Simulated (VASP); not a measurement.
Here is a VASP 6.6.1 calculation.

Contents of INCAR:

```
ALGO = Normal
EDIFF = 1E-6
ENCUT = 520
GGA = PS
ISIF = 2
ISMEAR = 0
LASPH = True
LCHARG = True
LELF = True
LREAL = False
LVHAR = True
LWAVE = False
NBANDS = 11
NELM = 100
PREC = Accurate
SIGMA = 0.05
```

File KPOINTS:

```
k-points
0
Gamma
  10 10 10
```

POSCAR

```
AlN
1.0
   -0.0507952616      1.8830344961      1.8830344961
    1.8830344961     -0.0507952616      1.8830344961
    1.8830344961      1.8830344961     -0.0507952616
Al N
1 1
Direct
    0.5000000000      0.5000000000      0.5000000000
    0.0000000000      0.0000000000      0.0000000000
```

Potentials or basis: VASP PAW PBE potentials, release 64 (Al, N).

Command:

```sh
$ cat potpaw_PBE.64/Al/POTCAR potpaw_PBE.64/N/POTCAR > POTCAR
$ mpirun -np 1 vasp_std > vasp.out
```

Task: Predict the pressure.

Result: 65.0 GPa.

Task: Predict the band gap on the k mesh.

Result: 4.23 eV, indirect (least direct gap 7.60 eV).

Stress tensor (GPa, compression positive):
```
65.04 10.05 10.05
10.05 65.04 10.05
10.05 10.05 65.04
```

Caveat: the PAW data sets were made with another functional, which shifts forces and pressure a little. PBEsol gaps usually lie below the measured ones, often by a third to a half.
